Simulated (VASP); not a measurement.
# Bi (R-3m) in VASP: further runs

Runs on Bi. Level: LDA. Tasks: single point.

Program: VASP 6.6.1. These are calculated values, not measurements. Logs are shortened: lines on timing, memory, paths and dates and some standing lists are left out, and cuts for length are marked.

## 1. The cell of the first run

It takes space group R-3m (No. 166, trigonal). The conventional cell has a = 4.490 Å, b = 4.490 Å, c = 11.517 Å, α = 90.00°, β = 90.00°, γ = 120.00°. Within 4.0 Å of Bi (site symmetry 3m) lie 6 Bi at 3.06 to 3.41 Å.

## 2. Single point, LDA

The input, INCAR:

```
SYSTEM = Bi
PREC = Accurate ; ENCUT = 520
EDIFF = 1E-6 ; ISMEAR = 0
SIGMA = 1.0 ; LREAL = .FALSE.
LASPH = .TRUE. ; NELM = 60
ALGO = Normal ; ISIF = 2
LWAVE = .FALSE. ; LCHARG = .FALSE.
GGA = CA ; NBANDS = 22
```

The input, KPOINTS:

```
Automatic mesh
0
G
  9 9 9
  0 0 0
```

The input, POSCAR:

```
Bi
1.0
    2.2451514826      1.2962388128      3.8388382945
   -2.2451514826      1.2962388128      3.8388382945
    0.0000000000     -2.5924776257      3.8388382945
Bi
2
Direct
    0.2371145469      0.2371145469      0.2371145469
    0.7628854531      0.7628854531      0.7628854531
```

Potentials or basis: VASP PAW LDA potentials, release 64 (Bi_d).

Run with:

```console
$ cat potpaw_LDA.64/Bi_d/POTCAR > POTCAR
$ mpirun -np 1 vasp_std > vasp.out
```

OUTCAR:

```text
SYSTEM = Bi
   PREC = Accurate
   ENCUT = 520
   EDIFF = 1E-6
   ISMEAR = 0
   LREAL = .FALSE.
   LASPH = .TRUE.
   NELM = 60
   ISIF = 2
   GGA = CA

 ion  position               nearest neighbor table
   1  0.237  0.237  0.237-   2 3.06   2 3.06   2 3.06   2 3.41   2 3.41   2 3.41
   2  0.763  0.763  0.763-   1 3.06   1 3.06   1 3.06   1 3.41   1 3.41   1 3.41

  LATTYP: Found a trigonal (rhomboedric) cell.
 ALAT       =     4.6322370072
 COS(alpha) =     0.5301710765

  Lattice vectors:

 A1 = (   2.2451514826,   1.2962388128,   3.8388382945)
 A2 = (  -2.2451514826,   1.2962388128,   3.8388382945)
 A3 = (   0.0000000000,  -2.5924776257,   3.8388382945)

Analysis of symmetry for initial positions (statically):
=====================================================================
 Subroutine PRICEL returns:
 Original cell was already a primitive cell.

 Routine SETGRP: Setting up the symmetry group for a
 trigonal (rhombohedral) supercell.

 Subroutine GETGRP returns: Found 12 space group operations
 (whereof 12 operations were pure point group operations)
 out of a pool of 12 trial point group operations.

The static configuration has the point symmetry D_3d.

Analysis of symmetry for dynamics (positions and initial velocities):
=====================================================================
 Subroutine PRICEL returns:
 Original cell was already a primitive cell.

 Routine SETGRP: Setting up the symmetry group for a
 trigonal (rhombohedral) supercell.

 Subroutine GETGRP returns: Found 12 space group operations
 (whereof 12 operations were pure point group operations)
 out of a pool of 12 trial point group operations.

The dynamic configuration has the point symmetry D_3d.

 Subroutine INISYM returns: Found 12 space group operations
 (whereof 12 operations are pure point group operations),
 and found     1 'primitive' translations

----------------------------------------------------------------------------------------

                                     Primitive cell

  volume of cell :      67.0319

  direct lattice vectors                    reciprocal lattice vectors
     2.245151483  1.296238813  3.838838294     0.222702122  0.128577130  0.086831825
    -2.245151483  1.296238813  3.838838294    -0.222702122  0.128577130  0.086831825
     0.000000000 -2.592477626  3.838838294     0.000000000 -0.257154260  0.086831825

  length of vectors
[... 73 lines left out ...]
   PREC   = accura    normal or accurate (medium, high low for compatibility)
   ISTART =      0    job   : 0-new  1-cont  2-samecut
   ICHARG =      2    charge: 1-file 2-atom 10-const
   ISPIN  =      1    spin polarized calculation?
   LNONCOLLINEAR =      F non collinear calculations
   LSORBIT =      F    spin-orbit coupling
   LASPH  =      T    aspherical Exc in radial PAW
   ENCUT  =  520.0 eV  38.22 Ry    6.18 a.u.   8.61  8.61  8.61*2*pi/ulx,y,z
   NELM   =     60;   NELMIN=  2; NELMDL= -5     # of ELM steps
   EDIFF  = 0.1E-05   stopping-criterion for ELM
   LREAL  =      F    real-space projection
   EDIFFG = 0.1E-04   stopping-criterion for IOM
   NSW    =      0    number of steps for IOM
   IBRION =     -1    ionic relax: 0-MD 1-quasi-New 2-CG
   NFREE  =      0    steps in history (QN), initial steepest desc. (CG)
   ISIF   =      2    stress and relaxation
   ISYM   =      2    0-nonsym 1-usesym 2-fastsym
   POTIM  = 0.5000    time-step for ionic-motion
   TEBEG  =    0.0;   TEEND  =   0.0 temperature during run
   PSTRESS=    0.0 pullay stress
   NELECT =      30.0000    total number of electrons
   NUPDOWN=      -1.0000    fix difference up-down
   EMIN   =  10.00;   EMAX   =-10.00  energy-range for DOS
   EFERMI =   0.00;   METHOD = LEGACY
   ISMEAR =     0;   SIGMA  =   1.00  broadening in eV -4-tet -1-fermi 0-gaus
   EFERMI_NEDOS =   21; number of points for ismear=-14 and -15
   IALGO  =     38    algorithm
   IMIX   =      4    mixing-type and parameters
     AMIX     =   0.40;   BMIX     =  1.00
     AMIX_MAG =   1.60;   BMIX_MAG =  1.00
  volume/ion in A,a.u.               =      33.52       226.18
  Fermi-wavevector in a.u.,A,eV,Ry     =   1.252241  2.366393 21.335406  1.568108
  Thomas-Fermi vector in A             =   2.386151
   LORBIT       =      0    0 simple, 1 ext, 2 COOP (PROOUT), +10 PAW based schemes
   GGA     = CA    functional components
   LHFCALC =     F    Hartree Fock is set to
   AEXX    =    0.0000 exact exchange contribution
   IVDW    =     0    specifies the selected vdW correction
   LEPSILON=     F    determine dielectric tensor
   LRPA    =     F    only Hartree local field effects (RPA)
 non-spin polarized calculation
 Gauss-broadening in eV      SIGMA  =   1.00
  energy-cutoff  :      520.00
  volume of cell :       67.03
 maximum number of plane-waves:      1827
   NGX = 17   NGY = 17   NGZ = 17

 number of electron      30.0000008 magnetization

 Free energy of the ion-electron system (eV)
  ---------------------------------------------------
  ext. energy  EPLUGINS =         0.00000000
  ---------------------------------------------------
  free energy    TOTEN  =        -9.31189325 eV

  energy without entropy =       -8.83919489  energy(sigma->0) =       -9.07554407

 E-fermi :   6.6841     XC(G=0): -10.0352

 val. band max:        6.6350994686   @ k =   0.2222   0.2222   0.1111
 cond. band min:       6.8998527760   @ k =   0.4444   0.1111   0.1111
 fundamental gap:      0.2647533074
 Fermi energy:         6.6841424635

 k-point     1 :       0.0000    0.0000    0.0000
  band No.  band energies     occupation
      1     -16.3109      2.00000
      2     -16.3109      2.00000
      3     -16.1377      2.00000
      4     -16.1377      2.00000
      5     -16.1276      2.00000
      6     -15.9288      2.00000
[... 589 lines left out ...]
     21      16.5055      0.00000
     22      17.2029      0.00000

 [... further k-points ...]
[... 5 lines left out ...]
  --------------------------------------------------------------------------------------
  -------------------------------------------------------------------------------------
  Total        0.3080342      0.3080342      0.1988860      0.0000000     -0.0000000      0.0000000
  in kB        7.3625410      7.3625410      4.7537134      0.0000000     -0.0000000      0.0000000
  external PRESSURE =       6.4929318 kB  Pullay stress =       0.0000000 kB

 VOLUME and BASIS-vectors are now :
 -----------------------------------------------------------------------------
  energy-cutoff  :      520.00
  volume of cell :       67.03
      direct lattice vectors                 reciprocal lattice vectors
     2.245151483  1.296238813  3.838838294     0.222702122  0.128577130  0.086831825
    -2.245151483  1.296238813  3.838838294    -0.222702122  0.128577130  0.086831825
     0.000000000 -2.592477626  3.838838294     0.000000000 -0.257154260  0.086831825

 POSITION                                       TOTAL-FORCE (eV/Angst)
 -----------------------------------------------------------------------------------
      0.00000     -0.00000      2.73073         0.000000     -0.000000      0.334002
      0.00000     -0.00000      8.78578         0.000000      0.000000     -0.334002
 -----------------------------------------------------------------------------------
    total drift:                                0.000000      0.000000      0.000000

  FREE ENERGIE OF THE ION-ELECTRON SYSTEM (eV)
  ---------------------------------------------------
  free  energy   TOTEN  =        -9.3118932541 eV

  energy  without entropy=       -8.8391948854  energy(sigma->0) =       -9.07554407
```

stdout:

```text
POSCAR found type information on POSCAR Bi
 POSCAR found :  1 types and       2 ions
 scaLAPACK will be used
 LDA part: xc-table for (Slater(with rela. corr.)+CA(PZ))
 , standard interpolation
 POSCAR, INCAR and KPOINTS ok, starting setup
 FFT: planning ... GRIDC
 FFT: planning ... GRID_SOFT
 FFT: planning ... GRID
 WAVECAR not read
 entering main loop
```

It took 44 s on 1 thread of Intel Xeon 6975P-C (Granite Rapids), shared host; peak memory 0.23 GiB.

Results:

```
Free energy            : -9.3119 eV
Pressure               : 0.6 GPa
Largest force          : 0.334 eV/Å
Band gap on the k mesh : zero (band 15 reaches 6.64 eV, above the bottom of band 16 at 6.61 eV)
```

Forces in eV/Å, atoms in the order of the input:
```
Bi   0.000  0.000  0.334
Bi   0.000  0.000 -0.334
```

Levels at points of the mesh, in eV from the Fermi level:
```
           k point  band 11  band 12  band 13  band 14  band 15  band 16  band 17  band 18  band 19  band 20
(0.00, 0.00, 0.00)   -13.42    -7.36    -1.60    -1.35    -1.35     2.74     3.04     3.04     5.51     5.67
```

Caveat: spin-orbit coupling is left out, which moves the levels of the heavy elements.

## 3. Single point, LDA

The input, INCAR:

```
SYSTEM = Bi
ALGO = Normal ; EDIFF = 1E-7
ENCUT = 520 ; ISIF = 2
ISMEAR = 1 ; LASPH = .TRUE.
LCHARG = .FALSE. ; LREAL = .FALSE.
LWAVE = .FALSE. ; NBANDS = 22
NELM = 100 ; PREC = Accurate
SIGMA = 0.01
```

The input, KPOINTS:

```
k-points
0
G
  9 9 9
  0 0 0
```

POSCAR is that of step 2.

Potentials or basis: VASP PAW LDA potentials, release 64 (Bi_d).

Run with:

```console
$ cat potpaw_LDA.64/Bi_d/POTCAR > POTCAR
$ mpirun -np 1 vasp_std > vasp.out
```

OUTCAR:

```text
SYSTEM = Bi
   EDIFF = 1E-7
   ENCUT = 520
   ISIF = 2
   ISMEAR = 1
   LASPH = .TRUE.
   LREAL = .FALSE.
   NELM = 100
   PREC = Accurate

 ion  position               nearest neighbor table
   1  0.237  0.237  0.237-   2 3.06   2 3.06   2 3.06   2 3.41   2 3.41   2 3.41
   2  0.763  0.763  0.763-   1 3.06   1 3.06   1 3.06   1 3.41   1 3.41   1 3.41

  LATTYP: Found a trigonal (rhomboedric) cell.
 ALAT       =     4.6322370072
 COS(alpha) =     0.5301710765

  Lattice vectors:

 A1 = (   2.2451514826,   1.2962388128,   3.8388382945)
 A2 = (  -2.2451514826,   1.2962388128,   3.8388382945)
 A3 = (   0.0000000000,  -2.5924776257,   3.8388382945)

Analysis of symmetry for initial positions (statically):
=====================================================================
 Subroutine PRICEL returns:
 Original cell was already a primitive cell.

 Routine SETGRP: Setting up the symmetry group for a
 trigonal (rhombohedral) supercell.

 Subroutine GETGRP returns: Found 12 space group operations
 (whereof 12 operations were pure point group operations)
 out of a pool of 12 trial point group operations.

The static configuration has the point symmetry D_3d.

Analysis of symmetry for dynamics (positions and initial velocities):
=====================================================================
 Subroutine PRICEL returns:
 Original cell was already a primitive cell.

 Routine SETGRP: Setting up the symmetry group for a
 trigonal (rhombohedral) supercell.

 Subroutine GETGRP returns: Found 12 space group operations
 (whereof 12 operations were pure point group operations)
 out of a pool of 12 trial point group operations.

The dynamic configuration has the point symmetry D_3d.

 Subroutine INISYM returns: Found 12 space group operations
 (whereof 12 operations are pure point group operations),
 and found     1 'primitive' translations

[... 105 lines left out ...]
   NELECT =      30.0000    total number of electrons
   NUPDOWN=      -1.0000    fix difference up-down
   EMIN   =  10.00;   EMAX   =-10.00  energy-range for DOS
   EFERMI =   0.00;   METHOD = LEGACY
   ISMEAR =     1;   SIGMA  =   0.01  broadening in eV -4-tet -1-fermi 0-gaus
   EFERMI_NEDOS =   21; number of points for ismear=-14 and -15
   IALGO  =     38    algorithm
   IMIX   =      4    mixing-type and parameters
     AMIX     =   0.40;   BMIX     =  1.00
     AMIX_MAG =   1.60;   BMIX_MAG =  1.00
  volume/ion in A,a.u.               =      33.52       226.18
  Fermi-wavevector in a.u.,A,eV,Ry     =   1.252241  2.366393 21.335406  1.568108
  Thomas-Fermi vector in A             =   2.386151
   LORBIT       =      0    0 simple, 1 ext, 2 COOP (PROOUT), +10 PAW based schemes
   GGA     = CA    functional components
   LHFCALC =     F    Hartree Fock is set to
   AEXX    =    0.0000 exact exchange contribution
   IVDW    =     0    specifies the selected vdW correction
   LEPSILON=     F    determine dielectric tensor
   LRPA    =     F    only Hartree local field effects (RPA)
 non-spin polarized calculation
 Methfessel and Paxton  Order N= 1 SIGMA  =   0.01
  energy-cutoff  :      520.00
  volume of cell :       67.03
 maximum number of plane-waves:      1827
   NGX = 17   NGY = 17   NGZ = 17

 number of electron      30.0000008 magnetization

 Free energy of the ion-electron system (eV)
  ---------------------------------------------------
  ext. energy  EPLUGINS =         0.00000000
  ---------------------------------------------------
  free energy    TOTEN  =        -9.13322124 eV

  energy without entropy =       -9.13323063  energy(sigma->0) =       -9.13322437

 E-fermi :   6.6336     XC(G=0): -10.0324

 val. band max:        6.6139530444   @ k =   0.4444   0.0000   0.0000
 cond. band min:       6.6424205108   @ k =   0.2222   0.2222   0.1111
 fundamental gap:      0.0284674664
 Fermi energy:         6.6335502165

 k-point     1 :       0.0000    0.0000    0.0000
  band No.  band energies     occupation
      1     -16.3024      2.00000
      2     -16.3024      2.00000
      3     -16.1300      2.00000
      4     -16.1300      2.00000
      5     -16.1191      2.00000
      6     -15.9203      2.00000
[... 589 lines left out ...]
     21      16.5102      0.00000
     22      17.2066      0.00000

 [... further k-points ...]
[... 5 lines left out ...]
  --------------------------------------------------------------------------------------
  -------------------------------------------------------------------------------------
  Total        0.0493753      0.0493753      0.0060752      0.0000000     -0.0000000      0.0000000
  in kB        1.1801538      1.1801538      0.1452073      0.0000000     -0.0000000      0.0000000
  external PRESSURE =       0.8351716 kB  Pullay stress =       0.0000000 kB

 VOLUME and BASIS-vectors are now :
 -----------------------------------------------------------------------------
  energy-cutoff  :      520.00
  volume of cell :       67.03
      direct lattice vectors                 reciprocal lattice vectors
     2.245151483  1.296238813  3.838838294     0.222702122  0.128577130  0.086831825
    -2.245151483  1.296238813  3.838838294    -0.222702122  0.128577130  0.086831825
     0.000000000 -2.592477626  3.838838294     0.000000000 -0.257154260  0.086831825

 POSITION                                       TOTAL-FORCE (eV/Angst)
 -----------------------------------------------------------------------------------
      0.00000     -0.00000      2.73073         0.000000     -0.000000      0.012964
      0.00000     -0.00000      8.78578         0.000000      0.000000     -0.012964
 -----------------------------------------------------------------------------------
    total drift:                                0.000000      0.000000      0.000000

  FREE ENERGIE OF THE ION-ELECTRON SYSTEM (eV)
  ---------------------------------------------------
  free  energy   TOTEN  =        -9.1332212379 eV

  energy  without entropy=       -9.1332306342  energy(sigma->0) =       -9.13322437
```

OSZICAR:

```text
N       E                     dE             d eps       ncg     rms          rms(c)
DAV:   1     0.306768499954E+03    0.30677E+03   -0.16262E+04  3740   0.167E+03
DAV:   2     0.171567225806E+02   -0.28961E+03   -0.28248E+03  3764   0.439E+02
DAV:   3    -0.824162202703E+01   -0.25398E+02   -0.25098E+02  4580   0.144E+02
DAV:   4    -0.911541682103E+01   -0.87379E+00   -0.87345E+00  4540   0.292E+01
DAV:   5    -0.915495002455E+01   -0.39533E-01   -0.39530E-01  5468   0.559E+00    0.106E+00
DAV:   6    -0.914003531161E+01    0.14915E-01   -0.19130E-02  4802   0.148E+00    0.610E-01
DAV:   7    -0.913329117826E+01    0.67441E-02   -0.11760E-02  4870   0.119E+00    0.106E-01
DAV:   8    -0.913321642759E+01    0.74751E-04   -0.12510E-03  4370   0.420E-01    0.164E-02
DAV:   9    -0.913322116208E+01   -0.47345E-05   -0.55582E-05  5674   0.576E-02    0.723E-03
DAV:  10    -0.913322119649E+01   -0.34410E-07   -0.23231E-06  4810   0.115E-02    0.144E-03
DAV:  11    -0.913322123794E+01   -0.41447E-07   -0.13365E-07  3202   0.286E-03
   1 F= -.91332212E+01 E0= -.91332244E+01  d E =0.939623E-05
```

stdout:

```text
POSCAR found type information on POSCAR Bi
 POSCAR found :  1 types and       2 ions
 scaLAPACK will be used
 LDA part: xc-table for (Slater(with rela. corr.)+CA(PZ))
 , standard interpolation
 POSCAR, INCAR and KPOINTS ok, starting setup
 FFT: planning ... GRIDC
 FFT: planning ... GRID_SOFT
 FFT: planning ... GRID
 WAVECAR not read
 entering main loop
```

It took 52 s on 1 thread of Intel Xeon 6975P-C (Granite Rapids), shared host; peak memory 0.22 GiB.

Results:

| Property | Result |
| --- | --- |
| Free energy | -9.1332 eV |
| Pressure | 0.1 GPa |
| Largest force | 0.013 eV/Å |
| Band gap on the k mesh | zero (band 15 reaches 6.64 eV, above the bottom of band 16 at 6.61 eV) |

Forces on the atoms (eV/Å):
```
Bi   0.000  0.000  0.013
Bi   0.000  0.000 -0.013
```

Caveat: spin-orbit coupling is left out, which moves the levels of the heavy elements.

(Continued in part 2 of 3.)
